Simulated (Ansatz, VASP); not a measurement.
# One calculation of Re, two programs

File INCAR:

```
PREC = Accurate ; ENCUT = 520
EDIFF = 1E-7 ; ISMEAR = 0
SIGMA = 0.15 ; LREAL = F
LASPH = T ; NELM = 100
ALGO = Fast ; ISIF = 2
LWAVE = F ; LCHARG = F
GGA = PE ; NBANDS = 10
```

The input KPOINTS:

```
regular mesh
0
Gamma
  10 10 10
```

The input POSCAR:

```
Re
1.0
    0.0000000000      2.1042034529      1.8030919388
    2.1042034529      0.0000000000      1.8030919388
    2.1042034529      2.1042034529      0.0000000000
Re
1
Direct
    0.0000000000      0.0000000000      0.0000000000
```

Input for Ansatz:

```yaml
crystal:
  lattice:
    - [0.0, 2.1042034529, 1.8030919388]
    - [2.1042034529, 0.0, 1.8030919388]
    - [2.1042034529, 2.1042034529, 0.0]
  atoms:
    - { symbol: Re, position: [0.0, 0.0, 0.0] }
basis:
  ecutwfc: 420
kpoints:
  mp_grid: { grid: [10, 10, 10] }
hamiltonian:
  xc: pbe
scf:
  occupations: { method: gaussian, width: 0.15 }
output:
  forces: true
  stress: true
  eigenvalues: true
```

Alike in both runs: task single point; functional PBE; k mesh 10 × 10 × 10; occupations gaussian, width 0.15 eV; no spin polarisation.

|  | VASP | Ansatz |
| --- | --- | --- |
| version | VASP 6.6.1 | Ansatz 0.2.0 |
| potentials or method | VASP PAW PBE potentials, release 64 (Re), cutoff 520 eV | scalar-relativistic, plane waves, PAW |
| valence electrons in the cell | 7 | 15 |

|  | VASP | Ansatz | Ansatz less VASP |
| --- | --- | --- | --- |
| gap on the k mesh at the Fermi level (eV) | none | none | - |
| pressure (GPa) | -18.6 | -17.7 | +0.83 |
| traceless stress, the component that is largest in VASP (GPa) | 13.33 | 13.13 | -0.202 |

A gap of «none» marks a metal or a gap that the smearing closes. VASP's potentials hold 7 valence electrons a cell and Ansatz's 15, so a difference there can come from the potentials and not from the codes.

Spin-orbit coupling is off throughout.
